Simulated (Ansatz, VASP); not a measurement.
## One calculation of YIn3N4, two programs

```xyz
8
Lattice="3.6068 0.0000 0.0000 -1.8034 3.1236 0.0000 0.0000 0.0000 11.4621" Properties=species:S:1:pos:R:3 pbc="T T T"
In    0.0000    2.0824    0.0344
In    0.0000    2.0824    5.6738
In    1.8034    1.0412    2.8522
Y     1.8034    1.0412    8.5343
N     0.0000    2.0824    2.2095
N     0.0000    2.0824    7.8371
N     1.8034    1.0412    5.0298
N     1.8034    1.0412   10.8116
```

Alike in both runs: task single point; functional PBE; k mesh 6 × 6 × 2; no spin polarisation.

|  | VASP | Ansatz |
| --- | --- | --- |
| version | VASP 6.6.1 | Ansatz 0.2.0 |
| potentials or method | VASP PAW PBE potentials, release 64 (In_d, Y_sv, N) | plane waves, PAW |
| plane-wave cutoff (eV) | 520 | 420 |
| occupations | gaussian, width 0.01 eV | fixed |
| valence electrons in the cell | 70 | 70 |

|  | VASP | Ansatz | Ansatz less VASP |
| --- | --- | --- | --- |
| gap on the k mesh at the Fermi level (eV) | 0.43 | 0.44 | +0.007 |
| pressure (GPa) | 3.9 | 3.8 | -0.10 |
| traceless stress, the component that is largest in VASP (GPa) | -0.16 | -0.17 | -0.016 |
| rms of the force components (eV/Å) | 0.022 | 0.022 | +0.0003 |

Atom by atom the forces differ by 0.007 eV/Å (rms over components).
